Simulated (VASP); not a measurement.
# TaI (P6/mmm) in VASP: a series of runs

The runs below take TaI through relaxation of cell and atoms, with PBE.

Everything below comes from runs of VASP 6.6.1. Logs are shortened: lines on timing, memory, paths and dates and some standing lists are left out, and cuts for length are marked.

### Step 1. The cell of the first run

Symmetry: P6/mmm, No. 191, hexagonal system. Conventional cell: a = 6.236 Å, b = 6.236 Å, c = 5.031 Å, α = 90.00°, β = 90.00°, γ = 120.00°. Ta (site symmetry mmm) has 6 I at 3.09 to 3.12 Å and 4 Ta at 3.12 Å within 4.1 Å. I (site symmetry 6/mmm) has 6 Ta at 3.12 Å within 4.1 Å. I (site symmetry -6m2) has 6 Ta at 3.09 Å and 3 I at 3.60 Å within 4.1 Å.

### Step 2. Relaxation of cell and atoms, PBE

Input file INCAR:

```
SYSTEM = TaI
  ALGO = Normal
  EDIFF = 1E-6
  EDIFFG = -0.04
  ENCUT = 600
  GGA = PE
  IBRION = 2
  ISIF = 3
  ISMEAR = 0
  LASPH = .True.
  LCHARG = .False.
  LREAL = .False.
  LWAVE = .False.
  NELM = 100
  NSW = 90
  PREC = Accurate
  SIGMA = 0.1
```

Input file KPOINTS:

```
k-points
0
Gamma
  3 3 4
  0 0 0
```

Input file POSCAR:

```
TaI
1.0
    6.2358705713      0.0000000000      0.0000000000
   -3.1179352857      5.4004223295      0.0000000000
    0.0000000000      0.0000000000      5.0312137564
Ta I
3 3
Direct
    0.5000000000      0.0000000000      0.0000000000
    0.5000000000      0.5000000000      0.0000000000
    0.0000000000      0.5000000000      0.0000000000
    0.0000000000      0.0000000000      0.0000000000
    0.3333333333      0.6666666667      0.5000000000
    0.6666666667      0.3333333333      0.5000000000
```

Potentials or basis: VASP PAW PBE potentials, release 64 (Ta_pv, I).

Command:

```sh
$ cat potpaw_PBE.64/Ta_pv/POTCAR potpaw_PBE.64/I/POTCAR > POTCAR
$ mpirun -np 1 vasp_std > vasp.out
```

OUTCAR:

```text
SYSTEM = TaI
   EDIFF = 1E-6
   EDIFFG = -0.04
   ENCUT = 600
   GGA = PE
   IBRION = 2
   ISIF = 3
   ISMEAR = 0
   LASPH = .True.
   LREAL = .False.
   NELM = 100
   NSW = 90
   PREC = Accurate

 ion  position               nearest neighbor table
   1  0.500  0.000  0.000-   5 3.09   6 3.09   5 3.09   6 3.09   4 3.12   4 3.12   3 3.12   3 3.12
                             2 3.12   2 3.12
   2  0.500  0.500  0.000-   5 3.09   6 3.09   5 3.09   6 3.09   3 3.12   3 3.12   4 3.12   4 3.12
                             1 3.12   1 3.12
   3  0.000  0.500  0.000-   5 3.09   6 3.09   5 3.09   6 3.09   2 3.12   2 3.12   1 3.12   1 3.12
                             4 3.12   4 3.12
   4  0.000  0.000  0.000-   1 3.12   1 3.12   2 3.12   2 3.12   3 3.12   3 3.12
   5  0.333  0.667  0.500-   3 3.09   3 3.09   1 3.09   1 3.09   2 3.09   2 3.09
   6  0.667  0.333  0.500-   3 3.09   3 3.09   1 3.09   1 3.09   2 3.09   2 3.09

  LATTYP: Found a hexagonal cell.
 ALAT       =     6.2358705713
 C/A-ratio  =     0.8068181818

  Lattice vectors:

 A1 = (   6.2358705713,   0.0000000000,   0.0000000000)
 A2 = (  -3.1179352857,   5.4004223295,   0.0000000000)
 A3 = (   0.0000000000,   0.0000000000,   5.0312137564)

Analysis of symmetry for initial positions (statically):
=====================================================================
 Subroutine PRICEL returns:
 Original cell was already a primitive cell.

 Routine SETGRP: Setting up the symmetry group for a
 hexagonal supercell.

 Subroutine GETGRP returns: Found 24 space group operations
 (whereof 24 operations were pure point group operations)
 out of a pool of 24 trial point group operations.

The static configuration has the point symmetry D_6h.

Analysis of symmetry for dynamics (positions and initial velocities):
=====================================================================
 Subroutine PRICEL returns:
 Original cell was already a primitive cell.

 Routine SETGRP: Setting up the symmetry group for a
 hexagonal supercell.

 Subroutine GETGRP returns: Found 24 space group operations
 (whereof 24 operations were pure point group operations)
 out of a pool of 24 trial point group operations.

The dynamic configuration has the point symmetry D_6h.

 Subroutine INISYM returns: Found 24 space group operations
 (whereof 24 operations are pure point group operations),
 and found     1 'primitive' translations

----------------------------------------------------------------------------------------

                                     Primitive cell

  volume of cell :     169.4328

  direct lattice vectors                    reciprocal lattice vectors
     6.235870571  0.000000000  0.000000000     0.160362533  0.092585352  0.000000000
    -3.117935286  5.400422329  0.000000000     0.000000000  0.185170703  0.000000000
     0.000000000  0.000000000  5.031213756     0.000000000  0.000000000  0.198759196

  length of vectors
[... 64 lines left out ...]
 SYSTEM =  TaI
   PREC   = accura    normal or accurate (medium, high low for compatibility)
   ISTART =      0    job   : 0-new  1-cont  2-samecut
   ICHARG =      2    charge: 1-file 2-atom 10-const
   ISPIN  =      1    spin polarized calculation?
   LNONCOLLINEAR =      F non collinear calculations
   LSORBIT =      F    spin-orbit coupling
   LASPH  =      T    aspherical Exc in radial PAW
   ENCUT  =  600.0 eV  44.10 Ry    6.64 a.u.  12.45 12.45 10.05*2*pi/ulx,y,z
   NELM   =    100;   NELMIN=  2; NELMDL= -5     # of ELM steps
   EDIFF  = 0.1E-05   stopping-criterion for ELM
   LREAL  =      F    real-space projection
   EDIFFG = -.4E-01   stopping-criterion for IOM
   NSW    =     90    number of steps for IOM
   IBRION =      2    ionic relax: 0-MD 1-quasi-New 2-CG
   NFREE  =      1    steps in history (QN), initial steepest desc. (CG)
   ISIF   =      3    stress and relaxation
   ISYM   =      2    0-nonsym 1-usesym 2-fastsym
   POTIM  = 0.5000    time-step for ionic-motion
   TEBEG  =    0.0;   TEEND  =   0.0 temperature during run
   PSTRESS=    0.0 pullay stress
   NELECT =      54.0000    total number of electrons
   NUPDOWN=      -1.0000    fix difference up-down
   EMIN   =  10.00;   EMAX   =-10.00  energy-range for DOS
   EFERMI =   0.00;   METHOD = LEGACY
   ISMEAR =     0;   SIGMA  =   0.10  broadening in eV -4-tet -1-fermi 0-gaus
   EFERMI_NEDOS =   21; number of points for ismear=-14 and -15
   IALGO  =     38    algorithm
   IMIX   =      4    mixing-type and parameters
     AMIX     =   0.40;   BMIX     =  1.00
     AMIX_MAG =   1.60;   BMIX_MAG =  1.00
  volume/ion in A,a.u.               =      28.24       190.56
  Fermi-wavevector in a.u.,A,eV,Ry     =   1.118253  2.113192 17.013958  1.250491
  Thomas-Fermi vector in A             =   2.254883
   LORBIT       =      0    0 simple, 1 ext, 2 COOP (PROOUT), +10 PAW based schemes
   GGA     = PE    functional components
   LHFCALC =     F    Hartree Fock is set to
   AEXX    =    0.0000 exact exchange contribution
   IVDW    =     0    specifies the selected vdW correction
   LEPSILON=     F    determine dielectric tensor
   LRPA    =     F    only Hartree local field effects (RPA)
 conjugate gradient relaxation of ions
 non-spin polarized calculation
 Gauss-broadening in eV      SIGMA  =   0.10
  energy-cutoff  :      600.00
  volume of cell :      169.43
 maximum number of plane-waves:      5720
 NGX is ok and might be reduce to    50
   NGX = 25   NGY = 25   NGZ = 21

--------------------------------------- Ionic step        1  -------------------------------------------

 number of electron      53.9999991 magnetization

 Free energy of the ion-electron system (eV)
  ---------------------------------------------------
  ext. energy  EPLUGINS =         0.00000000
  ---------------------------------------------------
  free energy    TOTEN  =       -34.48920933 eV

  energy without entropy =      -34.44861701  energy(sigma->0) =      -34.46891317

 E-fermi :   6.1263     XC(G=0):  -9.9648

 val. band max:        6.0995929946   @ k =   0.3333   0.3333   0.5000
 cond. band min:       6.1422766173   @ k =   0.3333   0.0000   0.5000
 fundamental gap:      0.0426836228
 Fermi energy:         6.1263420831

 k-point     1 :       0.0000    0.0000    0.0000
  band No.  band energies     occupation
      1     -29.1724      2.00000
      2     -29.1724      2.00000
      3     -29.1491      2.00000
      4     -29.0935      2.00000
      5     -29.0935      2.00000
      6     -29.0926      2.00000
[... 503 lines left out ...]
--------------------------------------- Ionic step        6  -------------------------------------------

 number of electron      54.0000001 magnetization

 Free energy of the ion-electron system (eV)
  ---------------------------------------------------
  ext. energy  EPLUGINS =         0.00000000
  ---------------------------------------------------
  free energy    TOTEN  =       -34.97565064 eV

  energy without entropy =      -34.94317769  energy(sigma->0) =      -34.95941416

 E-fermi :   7.0072     XC(G=0): -10.3491

 val. band max:        6.9892816813   @ k =   0.3333   0.3333   0.5000
 cond. band min:       7.1063234720   @ k =   0.3333   0.3333   0.5000
 fundamental gap:      0.1170417906
 Fermi energy:         7.0072251910

 k-point     1 :       0.0000    0.0000    0.0000
  band No.  band energies     occupation
      1     -28.2568      2.00000
      2     -28.2568      2.00000
      3     -28.2532      2.00000
      4     -28.1466      2.00000
      5     -28.0522      2.00000
      6     -28.0522      2.00000
[... 337 lines left out ...]
  FREE ENERGIE OF THE ION-ELECTRON SYSTEM (eV)
  ---------------------------------------------------
  free  energy   TOTEN  =       -34.9756506395 eV

  energy  without entropy=      -34.9431776862  energy(sigma->0) =      -34.95941416

 reached required accuracy - stopping structural energy minimisation
```

OSZICAR:

```text
N       E                     dE             d eps       ncg     rms          rms(c)
DAV:   1     0.450034853168E+03    0.45003E+03   -0.28832E+04   600   0.170E+03
DAV:   2    -0.910487495171E+01   -0.45914E+03   -0.45393E+03   696   0.385E+02
DAV:   3    -0.347569174441E+02   -0.25652E+02   -0.25425E+02   760   0.753E+01
[... 58 lines left out ...]
DAV:   2    -0.349760760302E+02    0.17296E-02   -0.42586E-03   640   0.358E-01    0.119E-01
DAV:   3    -0.349756953284E+02    0.38070E-03   -0.93504E-04   704   0.147E-01    0.826E-02
DAV:   4    -0.349756556163E+02    0.39712E-04   -0.17818E-04   704   0.526E-02    0.473E-02
DAV:   5    -0.349756510694E+02    0.45469E-05   -0.17977E-05   688   0.206E-02    0.290E-02
DAV:   6    -0.349756506395E+02    0.42990E-06   -0.32716E-06   560   0.868E-03
   6 F= -.34975651E+02 E0= -.34959414E+02  d E =-.135275E-01
```

Wall time 2.3 min (1 thread of Intel Xeon 6975P-C (Granite Rapids), shared host); peak memory 0.34 GiB.

What came out:

```yaml
Free_energy: -34.9757 eV
Relaxed_volume: 25.94 Å³/atom
Relaxed_cell: a = 5.939 Å, b = 5.939 Å, c = 5.094 Å, α = 90.00°, β = 90.00°, γ = 120.00°
Space_group_after_relaxing_to_0.05_Å: P6/mmm (No. 191)
Energy_gained_by_relaxing: 81.1 meV/atom
Ionic_steps: 6
Pressure_after_relaxing: 0.1 GPa
Band_gap_on_the_k_mesh: zero (band 27 reaches 7.28 eV, above the bottom of band 28 at 6.63 eV)
```

Stress tensor (GPa, compression positive):
```
0.17 0.00 0.00
0.00 0.17 0.00
0.00 0.00 0.06
```

The path:
| step | energy change (eV) | largest force (eV/Å) | pressure (GPa) | volume (Å³) |
| --- | --- | --- | --- | --- |
| 1 | 0.0000 | 0.0000 | -6.29 | 169.43 |
| 2 | -0.1694 | 0.0000 | 8.16 | 143.40 |
| 3 | -0.4729 | 0.0000 | 0.50 | 154.15 |
| 4 | -0.4729 | 0.0000 | 0.67 | 153.85 |
| 5 | -0.4862 | 0.0000 | 0.20 | 155.37 |
| 6 | -0.4864 | 0.0000 | 0.14 | 155.61 |

Final structure:
```xyz
6
Lattice="5.9391 0.0000 0.0000 -2.9696 5.1434 0.0000 0.0000 0.0000 5.0941" Properties=species:S:1:pos:R:3 pbc="T T T"
Ta    2.9696    0.0000    0.0000
Ta    1.4848    2.5717    0.0000
Ta    4.4543    2.5717    0.0000
I     5.9391    0.0000    0.0000
I     0.0000    3.4290    2.5471
I     2.9696    1.7145    2.5471
```

Levels at points of the mesh, in eV from the Fermi level:
```csv
k point,band 23,band 24,band 25,band 26,band 27,band 28,band 29,band 30,band 31,band 32
"(0.00, 0.00, 0.00)",-2.66,-2.66,-1.69,-1.69,-0.43,0.76,1.25,1.25,1.83,2.15
"(0.00, 0.00, 0.50)",-3.31,-2.80,-1.15,-0.42,-0.42,-0.37,0.34,0.34,1.27,1.27
```

Caveat: the k points lie up to 0.41 Å⁻¹ apart in the final cell; spin-orbit coupling is left out, which moves the levels of the heavy elements.

[end of part 1 of 2]
